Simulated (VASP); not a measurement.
Wanted: the native input for a VASP 6.6.1 run.

* Task: relaxation of cell and atoms
* Functional: PBE
* Potentials or basis: VASP PAW PBE potentials, release 64 (Si, O)
* Cutoff: 600 eV
* k mesh: 6 × 6 × 8
* Occupations: methfessel-paxton, width 0.02 eV
* Spin: no spin polarisation
* Dipole correction: no
* Further INCAR settings: ALGO = Normal; EDIFF = 1e-07; IBRION = 2; EDIFFG = -0.02; NSW = 60; ISIF = 3

The structure of SiO2 lies in POSCAR:

```
SiO2
1.0
    4.1773000000      0.0000000000      0.0000000000
    0.0000000000      4.1773000000      0.0000000000
    0.0000000000      0.0000000000      2.6652000000
Si O
2 4
Direct
    0.0000000000      0.0000000000      0.0000000000
    0.5000000000      0.5000000000      0.5000000000
    0.3059000000      0.3059000000      0.0000000000
    0.1941000000      0.8059000000      0.5000000000
    0.6941000000      0.6941000000      0.0000000000
    0.8059000000      0.1941000000      0.5000000000
```

These files were run (other wordings do the same):

INCAR

```
ALGO = Normal
EDIFF = 1E-7
EDIFFG = -0.02
ENCUT = 600
GGA = PE
IBRION = 2
ISIF = 3
ISMEAR = 1
LASPH = True
LCHARG = False
LREAL = False
LWAVE = False
NELM = 60
NSW = 60
PREC = Accurate
SIGMA = 0.02
```

KPOINTS

```
k-points
0
Gamma
  6 6 8
```

Potentials or basis: VASP PAW PBE potentials, release 64 (Si, O).

Run with:

```console
$ cat potpaw_PBE.64/Si/POTCAR potpaw_PBE.64/O/POTCAR > POTCAR
$ mpirun -np 1 vasp_std > vasp.out
```

Results of the run:

The relaxed volume is 8.04 Å³/atom, the relaxed cell is a = 4.232 Å, b = 4.232 Å, c = 2.693 Å, α = 90.00°, β = 90.00°, γ = 90.00° and the space group after relaxing (to 0.1 Å) is P4_2/mnm (No. 136). The energy gained by relaxing is 9.2 meV/atom and the ionic steps are 7. The pressure after relaxing is -0.1 GPa and the band gap on the k mesh is 5.03 eV.

Run time: 4.8 min on 1 thread of Intel Xeon 8259CL, with other jobs on the host, peak memory 0.2 GiB.
